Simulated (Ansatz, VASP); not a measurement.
One calculation of MgS, two programs

INCAR

```
PREC = Accurate ; ENCUT = 600
EDIFF = 1E-6 ; ISMEAR = 0
SIGMA = 0.05 ; LREAL = F
LASPH = T ; NELM = 120
ALGO = Normal ; ISIF = 2
LWAVE = F ; LCHARG = F
GGA = B5 ; ALDAX = 1.0
AGGAX = 1.0 ; AGGAC = 1.0
ALDAC = 0.0 ; IVDW = 12
VDW_S6 = 1.0 ; VDW_S8 = 2.6996
VDW_A1 = 0.4298 ; VDW_A2 = 4.2359
NBANDS = 11 ; GGA_COMPAT = F
```

File KPOINTS:

```
Automatic mesh
0
Gamma
  8 8 8
```

File POSCAR:

```
MgS
1.0
    0.0000000000      2.5955025589      2.5955025589
    2.5955025589      0.0000000000      2.5955025589
    2.5955025589      2.5955025589      0.0000000000
Mg S
1 1
Direct
    0.0000000000      0.0000000000      0.0000000000
    0.5000000000      0.5000000000      0.5000000000
```

Input for Ansatz:

```yaml
crystal:
  lattice:
    - [0.0, 2.5955025589, 2.5955025589]
    - [2.5955025589, 0.0, 2.5955025589]
    - [2.5955025589, 2.5955025589, 0.0]
  atoms:
    - { symbol: Mg, position: [0.0, 0.0, 0.0] }
    - { symbol: S, position: [0.5, 0.5, 0.5] }
basis:
  ecutwfc: 420
  ecutrho_ratio: 4
kpoints:
  mp_grid: { grid: [8, 8, 8] }
hamiltonian:
  xc: blyp
  dispersion: d3bj
scf:
  occupations: { method: gaussian, width: 0.05 }
output:
  forces: true
  stress: true
  eigenvalues: true
```

Alike in both runs: task single point; functional BLYP; dispersion D3(BJ); k mesh 8 × 8 × 8; occupations gaussian, width 0.05 eV; no spin polarisation.

|  | VASP | Ansatz |
| --- | --- | --- |
| version | VASP 6.6.1 | Ansatz 0.2.0 |
| potentials or method | VASP PAW PBE potentials, release 64 (Mg, S), cutoff 600 eV | scalar-relativistic, plane waves, PAW |
| valence electrons in the cell | 8 | 16 |

|  | VASP | Ansatz | Ansatz less VASP |
| --- | --- | --- | --- |
| gap on the k mesh at the Fermi level (eV) | 2.85 | 2.85 | +0.004 |
| least direct gap on the mesh (eV) | 3.94 | 3.93 | -0.009 |
| pressure (GPa) | -3.3 | -3.1 | +0.21 |

VASP's potentials were made for PBE, not for BLYP. VASP's potentials hold 8 valence electrons a cell and Ansatz's 16, so a difference there can come from the potentials and not from the codes.
